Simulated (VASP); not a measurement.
# Sb (Fm-3m) in VASP: a series of runs

Runs on Sb. Level: PBEsol. Tasks: electric field gradients.

All numbers are computed with VASP 6.6.1; they aren't measurements. Logs are shortened: lines on timing, memory, paths and dates and some standing lists are left out, and cuts for length are marked.

## Step 1: The cell of the first run

The structure is cubic, space group Fm-3m (No. 225). Conventional cell: a = 4.548 Å, b = 4.548 Å, c = 4.548 Å, α = 90.00°, β = 90.00°, γ = 90.00°. Sb (site symmetry m-3m) has 12 Sb at 3.22 Å within 4.2 Å.

## Step 2: Electric field gradients, PBEsol (volume scaled by 0.96)

Input file INCAR:

```
ALGO     = Normal         # electronic algorithm
EDIFF    = 1E-8           # SCF threshold, eV
ENCUT    = 520            # plane-wave cutoff, eV
GGA      = PS             # functional
ISIF     = 2              # what is computed and relaxed
ISMEAR   = -1             # smearing method
LASPH    = True           # aspherical terms in the spheres
LCHARG   = False          # write CHGCAR
LEFG     = True         
LREAL    = False          # projectors in reciprocal space
LWAVE    = False          # write WAVECAR
NBANDS   = 8              # bands
NELM     = 60             # most SCF steps
PREC     = Accurate       # precision mode
SIGMA    = 0.03           # smearing width, eV
```

Input file KPOINTS:

```
k-points
0
Gamma
  14 14 14
```

Input file POSCAR:

```
Sb
1.0
    0.0000000000      2.2738475325      2.2738475325
    2.2738475325      0.0000000000      2.2738475325
    2.2738475325      2.2738475325      0.0000000000
Sb
1
Direct
    0.0000000000      0.0000000000      0.0000000000
```

Potentials or basis: VASP PAW PBE potentials, release 64 (Sb).

On the command line:

```
$ cat potpaw_PBE.64/Sb/POTCAR > POTCAR
$ mpirun -np 1 vasp_std > vasp.out
```

OUTCAR:

```text
EDIFF = 1E-8
   ENCUT = 520
   GGA = PS
   ISIF = 2
   ISMEAR = -1
   LASPH = True
   LREAL = False
   NELM = 60
   PREC = Accurate

 ion  position               nearest neighbor table
   1  0.000  0.000  0.000-

  LATTYP: Found a face centered cubic cell.
 ALAT       =     4.5476950650

  Lattice vectors:

 A1 = (   0.0000000000,   2.2738475325,   2.2738475325)
 A2 = (   2.2738475325,   0.0000000000,   2.2738475325)
 A3 = (   2.2738475325,   2.2738475325,   0.0000000000)

Analysis of symmetry for initial positions (statically):
=====================================================================
 Subroutine PRICEL returns:
 Original cell was already a primitive cell.

 Routine SETGRP: Setting up the symmetry group for a
 face centered cubic supercell.

 Subroutine GETGRP returns: Found 48 space group operations
 (whereof 48 operations were pure point group operations)
 out of a pool of 48 trial point group operations.

The static configuration has the point symmetry O_h .

Analysis of symmetry for dynamics (positions and initial velocities):
=====================================================================
 Subroutine PRICEL returns:
 Original cell was already a primitive cell.

 Routine SETGRP: Setting up the symmetry group for a
 face centered cubic supercell.

 Subroutine GETGRP returns: Found 48 space group operations
 (whereof 48 operations were pure point group operations)
 out of a pool of 48 trial point group operations.

The dynamic configuration has the point symmetry O_h .

 Subroutine INISYM returns: Found 48 space group operations
 (whereof 48 operations are pure point group operations),
 and found     1 'primitive' translations

----------------------------------------------------------------------------------------

                                     Primitive cell

  volume of cell :      23.5133

  direct lattice vectors                    reciprocal lattice vectors
     0.000000000  2.273847533  2.273847533    -0.219891612  0.219891612  0.219891612
     2.273847533  0.000000000  2.273847533     0.219891612 -0.219891612  0.219891612
[... 111 lines left out ...]
   IVDW    =     0    specifies the selected vdW correction
   LEPSILON=     F    determine dielectric tensor
   LRPA    =     F    only Hartree local field effects (RPA)
 non-spin polarized calculation
  energy-cutoff  :      520.00
  volume of cell :       23.51
 maximum number of plane-waves:       646
   NGX = 11   NGY = 11   NGZ = 11

 number of electron       5.0000000 magnetization

 Free energy of the ion-electron system (eV)
  ---------------------------------------------------
  ext. energy  EPLUGINS =         0.00000000
  ---------------------------------------------------
  free energy    TOTEN  =        -4.22243549 eV

  energy without entropy =       -4.21985353  energy(sigma->0) =       -4.22114451

 E-fermi :  10.2799     XC(G=0): -10.9308

 val. band max:       10.2594414145   @ k =   0.5000   0.2143   0.0000
 cond. band min:      10.2833575780   @ k =  -0.2857   0.2143   0.0714
 fundamental gap:      0.0239161635
 Fermi energy:        10.2798695158

 k-point     1 :       0.0000    0.0000    0.0000
  band No.  band energies     occupation
      1      -3.8325      2.00000
      2      16.6225      0.00000
      3      16.6225      0.00000
      4      16.6225      0.00000
      5      20.4680      0.00000
      6      20.7134      0.00000
      7      20.7134      0.00000
      8      20.7134      0.00000
[... 243 lines left out ...]
 k-point    24 :       0.2857    0.1429    0.0000
  band No.  band energies     occupation
      1      -2.1590      2.00000
      2      10.1272      1.98774
      3      13.4939      0.00000
      4      14.0276      0.00000
      5      17.6721      0.00000
      6      19.5375      0.00000
      7      23.2729      0.00000
      8      23.5485      0.00000

 [... further k-points ...]
[... 5 lines left out ...]
  --------------------------------------------------------------------------------------
  -------------------------------------------------------------------------------------
  Total        1.3581655      1.3581655      1.3581655      0.0000000      0.0000000     -0.0000000
  in kB       92.5442106     92.5442106     92.5442106      0.0000000      0.0000000     -0.0000000
  external PRESSURE =      92.5442106 kB  Pullay stress =       0.0000000 kB

 VOLUME and BASIS-vectors are now :
 -----------------------------------------------------------------------------
  energy-cutoff  :      520.00
  volume of cell :       23.51
      direct lattice vectors                 reciprocal lattice vectors
     0.000000000  2.273847533  2.273847533    -0.219891612  0.219891612  0.219891612
     2.273847533  0.000000000  2.273847533     0.219891612 -0.219891612  0.219891612
     2.273847533  2.273847533  0.000000000     0.219891612  0.219891612 -0.219891612

 POSITION                                       TOTAL-FORCE (eV/Angst)
 -----------------------------------------------------------------------------------
      0.00000      0.00000      0.00000        -0.000000      0.000000     -0.000000
 -----------------------------------------------------------------------------------
    total drift:                                0.000000      0.000000      0.000000

  FREE ENERGIE OF THE ION-ELECTRON SYSTEM (eV)
  ---------------------------------------------------
  free  energy   TOTEN  =        -4.2224354876 eV

  energy  without entropy=       -4.2198535274  energy(sigma->0) =       -4.22114451

 Electric field gradients (V/A^2)
---------------------------------------------------------------------
 ion       V_xx      V_yy      V_zz      V_xy      V_xz      V_yz
---------------------------------------------------------------------
   1      -0.000    -0.000     0.000     0.000     0.000     0.000
---------------------------------------------------------------------

 Electric field gradients after diagonalization (V/A^2)
 (convention: |V_zz| > |V_xx| > |V_yy|)
----------------------------------------------------------------------
 ion       V_xx      V_yy      V_zz     asymmetry (V_yy - V_xx)/ V_zz
----------------------------------------------------------------------
   1      -0.000    -0.000     0.000       0.000
----------------------------------------------------------------------

           NMR quadrupolar parameters

 Cq : quadrupolar parameter    Cq=e*Q*V_zz/h
 eta: asymmetry parameters     (V_yy - V_xx)/ V_zz
 Q  : nuclear electric quadrupole moment in mb (millibarn)
----------------------------------------------------------------------
 ion       Cq(MHz)       eta       Q (mb)
----------------------------------------------------------------------
   1       0.000       0.000       1.000
----------------------------------------------------------------------
```

OSZICAR:

```text
N       E                     dE             d eps       ncg     rms          rms(c)
DAV:   1     0.444502447485E+01    0.44450E+01   -0.16926E+03  1704   0.414E+02
DAV:   2    -0.414652177576E+01   -0.85915E+01   -0.83818E+01  2264   0.535E+01
DAV:   3    -0.423010943359E+01   -0.83588E-01   -0.83467E-01  2032   0.601E+00
DAV:   4    -0.423030951565E+01   -0.20008E-03   -0.20008E-03  2688   0.350E-01
DAV:   5    -0.423030978872E+01   -0.27307E-06   -0.27283E-06  2112   0.812E-03    0.212E+00
DAV:   6    -0.422538892124E+01    0.49209E-02   -0.11541E-03  2224   0.162E-01    0.124E+00
DAV:   7    -0.422244387829E+01    0.29450E-02   -0.25347E-03  1960   0.238E-01    0.301E-02
DAV:   8    -0.422243614690E+01    0.77314E-05   -0.25154E-05  2360   0.411E-02    0.815E-03
DAV:   9    -0.422243568877E+01    0.45812E-06   -0.41230E-07  2416   0.436E-03    0.149E-03
DAV:  10    -0.422243562180E+01    0.66976E-07   -0.36207E-08  2144   0.107E-03    0.169E-03
DAV:  11    -0.422243549177E+01    0.13002E-06   -0.55278E-10  2064   0.202E-04    0.208E-04
DAV:  12    -0.422243548761E+01    0.41634E-08   -0.52281E-11  1200   0.432E-05
   1 F= -.42224355E+01 E0= -.42211445E+01  d E =-.258196E-02
```

It took 5.6 s on 1 thread of Intel Xeon 6975P-C (Granite Rapids), shared host; peak memory 0.15 GiB.

What came out:

```yaml
Free_energy: -4.2224 eV
Pressure: 9.3 GPa
```

Caveat: without QUAD_EFG the Cq values of the log hold for a quadrupole moment of 1 mb, not for the nuclei; the PAW data sets were made with another functional, which shifts forces and pressure a little; spin-orbit coupling is left out, which moves the levels of the heavy elements.

## Step 3: Electric field gradients, PBEsol (volume scaled by 0.99)

Input file INCAR:

```
SYSTEM = Sb
  PREC = Accurate
  ENCUT = 520
  EDIFF = 1E-8
  ISMEAR = -1
  SIGMA = 0.03
  LREAL = .False.
  LASPH = .True.
  NELM = 60
  ALGO = Normal
  ISIF = 2
  LWAVE = .False.
  LCHARG = .False.
  GGA = PS
  LEFG = .True.
  NBANDS = 8
```

Input file KPOINTS:

```
Automatic mesh
0
Gamma
  14 14 14
  0 0 0
```

Input file POSCAR:

```
Sb
1.0
    0.0000000000      2.2972909123      2.2972909123
    2.2972909123      0.0000000000      2.2972909123
    2.2972909123      2.2972909123      0.0000000000
Sb
1
Direct
    0.0000000000      0.0000000000      0.0000000000
```

Potentials or basis: VASP PAW PBE potentials, release 64 (Sb).

On the command line:

```
$ cat potpaw_PBE.64/Sb/POTCAR > POTCAR
$ mpirun -np 1 vasp_std > vasp.out
```

OUTCAR:

```text
SYSTEM = Sb
   PREC = Accurate
   ENCUT = 520
   EDIFF = 1E-8
   ISMEAR = -1
   LREAL = .False.
   LASPH = .True.
   NELM = 60
   ISIF = 2
   GGA = PS

 ion  position               nearest neighbor table
   1  0.000  0.000  0.000-

  LATTYP: Found a face centered cubic cell.
 ALAT       =     4.5945818246

  Lattice vectors:

 A1 = (   0.0000000000,   2.2972909123,   2.2972909123)
 A2 = (   2.2972909123,   0.0000000000,   2.2972909123)
 A3 = (   2.2972909123,   2.2972909123,   0.0000000000)

Analysis of symmetry for initial positions (statically):
=====================================================================
 Subroutine PRICEL returns:
 Original cell was already a primitive cell.

 Routine SETGRP: Setting up the symmetry group for a
 face centered cubic supercell.

 Subroutine GETGRP returns: Found 48 space group operations
 (whereof 48 operations were pure point group operations)
 out of a pool of 48 trial point group operations.

The static configuration has the point symmetry O_h .

Analysis of symmetry for dynamics (positions and initial velocities):
=====================================================================
 Subroutine PRICEL returns:
 Original cell was already a primitive cell.

 Routine SETGRP: Setting up the symmetry group for a
 face centered cubic supercell.

 Subroutine GETGRP returns: Found 48 space group operations
 (whereof 48 operations were pure point group operations)
 out of a pool of 48 trial point group operations.

The dynamic configuration has the point symmetry O_h .

 Subroutine INISYM returns: Found 48 space group operations
 (whereof 48 operations are pure point group operations),
 and found     1 'primitive' translations
[... 144 lines left out ...]
 fundamental gap:      0.0678997609
 Fermi energy:         9.8352683994

 k-point     1 :       0.0000    0.0000    0.0000
  band No.  band energies     occupation
      1      -4.0034      2.00000
      2      15.9255      0.00000
      3      15.9255      0.00000
      4      15.9255      0.00000
      5      20.0372      0.00000
      6      20.1562      0.00000
      7      20.1562      0.00000
      8      20.1562      0.00000
[... 243 lines left out ...]
 k-point    24 :       0.2857    0.1429    0.0000
  band No.  band energies     occupation
      1      -2.3780      2.00000
      2       9.6451      1.99647
      3      12.9444      0.00000
      4      13.4187      0.00000
      5      17.1962      0.00000
      6      18.9888      0.00000
      7      22.6102      0.00000
      8      22.9057      0.00000

 [... further k-points ...]
[... 5 lines left out ...]
  --------------------------------------------------------------------------------------
  -------------------------------------------------------------------------------------
  Total        0.9214047      0.9214047      0.9214047     -0.0000000      0.0000000     -0.0000000
  in kB       60.8811779     60.8811779     60.8811779     -0.0000000      0.0000000     -0.0000000
  external PRESSURE =      60.8811779 kB  Pullay stress =       0.0000000 kB

 VOLUME and BASIS-vectors are now :
 -----------------------------------------------------------------------------
  energy-cutoff  :      520.00
  volume of cell :       24.25
      direct lattice vectors                 reciprocal lattice vectors
     0.000000000  2.297290912  2.297290912    -0.217647664  0.217647664  0.217647664
     2.297290912  0.000000000  2.297290912     0.217647664 -0.217647664  0.217647664
     2.297290912  2.297290912  0.000000000     0.217647664  0.217647664 -0.217647664

 POSITION                                       TOTAL-FORCE (eV/Angst)
 -----------------------------------------------------------------------------------
      0.00000      0.00000      0.00000        -0.000000     -0.000000      0.000000
 -----------------------------------------------------------------------------------
    total drift:                                0.000000     -0.000000      0.000000

  FREE ENERGIE OF THE ION-ELECTRON SYSTEM (eV)
  ---------------------------------------------------
  free  energy   TOTEN  =        -4.2574288798 eV

  energy  without entropy=       -4.2546039898  energy(sigma->0) =       -4.25601643

 Electric field gradients (V/A^2)
---------------------------------------------------------------------
 ion       V_xx      V_yy      V_zz      V_xy      V_xz      V_yz
---------------------------------------------------------------------
   1      -0.000    -0.000    -0.000     0.000     0.000     0.000
---------------------------------------------------------------------

 Electric field gradients after diagonalization (V/A^2)
 (convention: |V_zz| > |V_xx| > |V_yy|)
----------------------------------------------------------------------
 ion       V_xx      V_yy      V_zz     asymmetry (V_yy - V_xx)/ V_zz
----------------------------------------------------------------------
   1      -0.000    -0.000     0.000       0.000
----------------------------------------------------------------------

           NMR quadrupolar parameters

 Cq : quadrupolar parameter    Cq=e*Q*V_zz/h
 eta: asymmetry parameters     (V_yy - V_xx)/ V_zz
 Q  : nuclear electric quadrupole moment in mb (millibarn)
----------------------------------------------------------------------
 ion       Cq(MHz)       eta       Q (mb)
----------------------------------------------------------------------
   1       0.000       0.000       1.000
----------------------------------------------------------------------
```

It took 6.9 s on 1 thread of Intel Xeon 6975P-C (Granite Rapids), shared host; peak memory 0.15 GiB.

Results:

* Free energy: -4.2574 eV
* Pressure: 6.1 GPa

Caveat: without QUAD_EFG the Cq values of the log hold for a quadrupole moment of 1 mb, not for the nuclei; the PAW data sets were made with another functional, which shifts forces and pressure a little; spin-orbit coupling is left out, which moves the levels of the heavy elements.

## Step 4: Electric field gradients, PBEsol (volume scaled by 0.99)

Input file INCAR:

```
  PREC = Accurate
  ENCUT = 520
  EDIFF = 1E-8
  ISMEAR = -1
  SIGMA = 0.03
  LREAL = False
  LASPH = True
  NELM = 60
  ALGO = Normal
  ISIF = 2
  LWAVE = False
  LCHARG = False
  GGA = PS
  LEFG = True
  NBANDS = 8
```

Input file KPOINTS:

```
regular mesh
0
Gamma
  14 14 14
```

POSCAR is that of step 3.

Potentials or basis: VASP PAW PBE potentials, release 64 (Sb).

On the command line:

```
$ cat potpaw_PBE.64/Sb/POTCAR > POTCAR
$ mpirun -np 1 vasp_std > vasp.out
```

OUTCAR:

```text
PREC = Accurate
   ENCUT = 520
   EDIFF = 1E-8
   ISMEAR = -1
   LREAL = False
   LASPH = True
   NELM = 60
   ISIF = 2
   GGA = PS

 ion  position               nearest neighbor table
   1  0.000  0.000  0.000-

  LATTYP: Found a face centered cubic cell.
 ALAT       =     4.5945818246

  Lattice vectors:

 A1 = (   0.0000000000,   2.2972909123,   2.2972909123)
 A2 = (   2.2972909123,   0.0000000000,   2.2972909123)
[... 469 lines left out ...]
    total drift:                                0.000000     -0.000000      0.000000

  FREE ENERGIE OF THE ION-ELECTRON SYSTEM (eV)
  ---------------------------------------------------
  free  energy   TOTEN  =        -4.2574288798 eV

  energy  without entropy=       -4.2546039898  energy(sigma->0) =       -4.25601643

 Electric field gradients (V/A^2)
---------------------------------------------------------------------
 ion       V_xx      V_yy      V_zz      V_xy      V_xz      V_yz
---------------------------------------------------------------------
   1      -0.000    -0.000    -0.000     0.000     0.000     0.000
---------------------------------------------------------------------

 Electric field gradients after diagonalization (V/A^2)
 (convention: |V_zz| > |V_xx| > |V_yy|)
----------------------------------------------------------------------
 ion       V_xx      V_yy      V_zz     asymmetry (V_yy - V_xx)/ V_zz
----------------------------------------------------------------------
   1      -0.000    -0.000     0.000       0.000
----------------------------------------------------------------------

           NMR quadrupolar parameters

 Cq : quadrupolar parameter    Cq=e*Q*V_zz/h
 eta: asymmetry parameters     (V_yy - V_xx)/ V_zz
 Q  : nuclear electric quadrupole moment in mb (millibarn)
----------------------------------------------------------------------
 ion       Cq(MHz)       eta       Q (mb)
----------------------------------------------------------------------
   1       0.000       0.000       1.000
----------------------------------------------------------------------
```

stdout:

```text
POSCAR found type information on POSCAR Sb
 POSCAR found :  1 types and       1 ions
 scaLAPACK will be used
 -----------------------------------------------------------------------------
|                                                                             |
|                                                                             |
|     You enforced a specific xc type in the INCAR file but a different       |
|     I HOPE YOU KNOW WHAT YOU ARE DOING!                                     |
|                                                                             |
 -----------------------------------------------------------------------------

 LDA part: xc-table for (Slater+PW92), standard interpolation
 POSCAR, INCAR and KPOINTS ok, starting setup
 FFT: planning ... GRIDC
 FFT: planning ... GRID_SOFT
 FFT: planning ... GRID
 WAVECAR not read
 entering main loop
ion   1
```

Wall time 5.5 s (1 thread of Intel Xeon 6975P-C (Granite Rapids), shared host); peak memory 0.14 GiB.

Results:

| Quantity | Value |
| --- | --- |
| Free energy | -4.2574 eV |
| Pressure | 6.1 GPa |

Caveat: without QUAD_EFG the Cq values of the log hold for a quadrupole moment of 1 mb, not for the nuclei; the PAW data sets were made with another functional, which shifts forces and pressure a little; spin-orbit coupling is left out, which moves the levels of the heavy elements.
